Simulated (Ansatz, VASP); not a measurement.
Given: the input of a run of VASP 6.6.1 on BaZrO3.

File INCAR:

```
SYSTEM = BaZrO3
AGGAC = 1.0
AGGAX = 1.0
ALDAC = 0.0
ALDAX = 1.0
ALGO = Normal
EDIFF = 1E-6
EDIFFG = -0.01
ENCUT = 600
GGA = B5
IBRION = 2
ISIF = 3
ISMEAR = -1
IVDW = 13
LASPH = .True.
LCHARG = .False.
LREAL = .False.
LWAVE = .False.
NELM = 60
NSW = 60
PREC = Accurate
SIGMA = 0.05
VDW_A1 = 0.44488865
VDW_A2 = 4.0933009
VDW_S6 = 1.0
VDW_S8 = 2.34076671
```

File KPOINTS:

```
k-points
0
Gamma
  6 6 6
  0 0 0
```

Contents of POSCAR:

```
BaZrO3
1.0
    4.1913400000      0.0000000000      0.0000000000
    0.0000000000      4.1913400000      0.0000000000
    0.0000000000      0.0000000000      4.1913400000
Ba Zr O
1 1 3
Direct
    0.0000000000      0.0000000000      0.0000000000
    0.5000000000      0.5000000000      0.5000000000
    0.5000000000      0.5000000000      0.0000000000
    0.5000000000      0.0000000000      0.5000000000
    0.0000000000      0.5000000000      0.5000000000
```

Potentials or basis: VASP PAW PBE potentials, release 64 (Ba_sv, Zr_sv, O).

Launch:

```sh
$ cat potpaw_PBE.64/Ba_sv/POTCAR potpaw_PBE.64/Zr_sv/POTCAR potpaw_PBE.64/O/POTCAR > POTCAR
$ mpirun -np 1 vasp_std > vasp.out
```

Task: Translate it to Ansatz 0.2.0. Potentials there: Ansatz PAW.

Result: As run (the cutoff follows the program's own potentials):

File input.yaml:

```yaml
crystal:
  lattice:
    - [4.19134, 0.0, 0.0]
    - [0.0, 4.19134, 0.0]
    - [0.0, 0.0, 4.19134]
  atoms:
    - { symbol: Ba, position: [0.0, 0.0, 0.0] }
    - { symbol: Zr, position: [0.5, 0.5, 0.5] }
    - { symbol: O, position: [0.5, 0.5, 0.0] }
    - { symbol: O, position: [0.5, 0.0, 0.5] }
    - { symbol: O, position: [0.0, 0.5, 0.5] }
hamiltonian:
  xc: blyp
  pseudopotentials: { kind: paw }
  dispersion: d4
kpoints:
  mp_grid: { grid: [6, 6, 6] }
scf:
  occupations: { method: fermi_dirac, width: 0.05 }
output:
  forces: true
  stress: true
relax:
  f_tol: 0.01
  max_steps: 40
  cell: { stress_tol: 0.05 }
```

Potentials or basis: Ansatz PAW.

Run with:

```console
$ ansatz run input.yaml --threads 2 --pin off --max-ram 5632MiB --backend cpu --events-out ev --progress --plain --runs-dir out
```

Both were run:

|  | VASP | Ansatz | Ansatz less VASP |
| --- | --- | --- | --- |
| relaxed volume (Å³/atom) | 15.28 | 15.16 | -0.118 |
| relaxed cell length with the largest relative difference (Å) | 4.243 | 4.232 | -0.0109 |

VASP's potentials were made for PBE, not for BLYP.

Spin-orbit coupling is off throughout. Noted on Ansatz's run: the plane-wave basis is chosen anew once the cell has moved, so the energies of steps on either side of that aren't comparable.
